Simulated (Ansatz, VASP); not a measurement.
## Two plane-wave programs on GaSb

Contents of INCAR:

```
PREC = Accurate
ENCUT = 520
EDIFF = 1E-7
ISMEAR = -1
SIGMA = 0.1
LREAL = False
LASPH = True
NELM = 150
ALGO = Normal
ISIF = 2
LWAVE = False
LCHARG = False
MAGMOM = 0.289 0.289 0.289 0 0 0
LORBIT = 11
LSORBIT = True
GGA_COMPAT = False
LORBMOM = True
GGA = PS
NBANDS = 30
```

Contents of KPOINTS:

```
Automatic mesh
0
Gamma
  8 8 8
```

POSCAR

```
GaSb
1.0
    0.0000000000      2.8397240484      2.8397240484
    2.8397240484      0.0000000000      2.8397240484
    2.8397240484      2.8397240484      0.0000000000
Sb Ga
1 1
Direct
    0.7500000000      0.7500000000      0.7500000000
    0.0000000000      0.0000000000      0.0000000000
```

Contents of input.yaml:

```yaml
crystal:
  lattice:
    - [0.0, 2.8397240484, 2.8397240484]
    - [2.8397240484, 0.0, 2.8397240484]
    - [2.8397240484, 2.8397240484, 0.0]
  atoms:
    - { symbol: Sb, position: [0.75, 0.75, 0.75], spin: 0.501, spin_axis: [0.289, 0.289, 0.289] }
    - { symbol: Ga, position: [0.0, 0.0, 0.0] }
hamiltonian:
  xc: pbesol
  pseudopotentials: { kind: paw_fr, partial_waves: polarizable }
magnetization:
  noncollinear: true
  spin_orbit: true
kpoints:
  mp_grid: { grid: [8, 8, 8] }
scf:
  occupations: { method: fermi_dirac, width: 0.1 }
output:
  forces: true
  stress: true
  eigenvalues: true
  bader: true
  populations: true
```

Change from the starting cell: volume scaled by 0.8.

Alike in both runs: functional PBEsol; k mesh 8 × 8 × 8; occupations fermi-dirac, width 0.1 eV; non-collinear spin, spin-orbit coupling.

|  | VASP | Ansatz |
| --- | --- | --- |
| version | VASP 6.6.1 | Ansatz 0.2.0 |
| potentials or method | VASP PAW PBE potentials, release 64 (Sb, Ga_d) | Ansatz PAW polarizable |
| plane-wave cutoff (eV) | 520 | 420 |
| valence electrons in the cell | 18 | 28 |
| task | single point | atomic charges |

VASP gave:

| Item | Value |
| --- | --- |
| pressure (GPa) | 19.2 |
| net moment per atom (μB) | 0.00 |

What did Ansatz give for the same quantities?

Pressure (GPa): 19.0; net moment per atom (μB): 0.00.

VASP's potentials were made for PBE, not for PBEsol. VASP's potentials hold 18 valence electrons a cell and Ansatz's 28, so a difference there can come from the potentials and not from the codes.
